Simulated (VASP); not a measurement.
Crystal: SiO2.

```
Si O
1.0
    -1.76341    1.76341    4.25999
     1.76341   -1.76341    4.25999
     1.76341    1.76341   -4.25999
Si O
2 4
Cartesian
  0.0000 1.7634 2.1300
  0.0000 0.0000 0.0000
  0.0000 1.7634 0.3593
  0.0000 0.0000 6.7493
  0.0000 0.0000 1.7707
  0.0000 1.7634 3.9007
```

* Program: VASP 6.6.1
* Task: relaxation of cell and atoms
* Functional: r2SCAN
* Potentials or basis: VASP PAW PBE potentials, release 64 (Si, O)
* Cutoff: 600 eV
* k mesh: 10 × 10 × 10
* Occupations: fermi-dirac, width 0.02 eV
* Spin: no spin polarisation

At the start: pressure -8.7 GPa; volume 8.83 Å³/atom.

**Question.** Where does the relaxation end?

**Answer.** Over 9 steps the energy falls by 8.1 meV/atom and the volume is 8.53 Å³/atom (-3.4 %); space group I4_1/amd (No. 141, to 0.1 Å) before and after.

The path:
```csv
step,energy change (eV),largest force (eV/Å),pressure (GPa),volume (Å³)
1,0.0000,0.1063,-8.66,52.99
2,0.0457,0.7771,13.54,49.41
3,-0.0428,0.2350,-0.30,51.48
4,-0.0474,0.0314,0.00,51.19
5,-0.0477,0.0214,-0.08,51.25
6,-0.0481,0.0181,0.06,51.21
7,-0.0483,0.0117,0.27,51.15
8,-0.0482,0.0288,-0.42,51.24
9,-0.0483,0.0039,0.03,51.18
```

Final structure:
```xyz
6
Lattice="-1.7433 1.7433 4.2099 1.7433 -1.7433 4.2099 1.7433 1.7433 -4.2099" Properties=species:S:1:pos:R:3 pbc="T T T"
Si    0.0000    1.7433    2.1049
Si    0.0000    0.0000    0.0000
O     0.0000    1.7433    0.3456
O     0.0000    0.0000    6.6604
O     0.0000    0.0000    1.7594
O     0.0000    1.7433    3.8643
```

Caveat: the PAW data sets were made with another functional, which shifts forces and pressure a little.
